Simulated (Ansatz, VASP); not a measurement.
# Mg2ZnS3: VASP beside Ansatz

```
Mg Zn S
1.0
    -1.91660    1.91660    8.13146
     1.91660   -1.91660    8.13146
     1.91660    1.91660   -8.13146
Mg Zn S
2 1 3
Direct
  0.41667 0.91667 0.50000
  0.08333 0.58333 0.50000
  0.75000 0.25000 0.50000
  0.00000 0.00000 0.00000
  0.66667 0.66667 0.00000
  0.33333 0.33333 0.00000
```

Alike in both runs: task relaxation of cell and atoms; functional PBE; k mesh 6 × 6 × 6; occupations gaussian, width 0.1 eV; no spin polarisation.

|  | VASP | Ansatz |
| --- | --- | --- |
| version | VASP 6.6.1 | Ansatz 0.2.0 |
| potentials or method | VASP PAW PBE potentials, release 64 (Mg, Zn, S), cutoff 600 eV | scalar-relativistic, plane waves, PAW |
| valence electrons in the cell | 34 | 50 |

Ansatz gave:

```
gap on the k mesh at the Fermi level, each at its own relaxed structure (eV) : 2.78
relaxed volume (Å³/atom)                                                     : 22.10
relaxed length of the cell vector where the two differ most in proportion (Å)              : 8.891
```

**Question.** Which values does VASP return?

**Answer.** gap on the k mesh at the Fermi level, each at its own relaxed structure (eV): 2.78; relaxed volume (Å³/atom): 22.10; relaxed length of the cell vector where the two differ most in proportion (Å): 8.875.

VASP's potentials hold 34 valence electrons a cell and Ansatz's 50, so a difference there can come from the potentials and not from the codes.
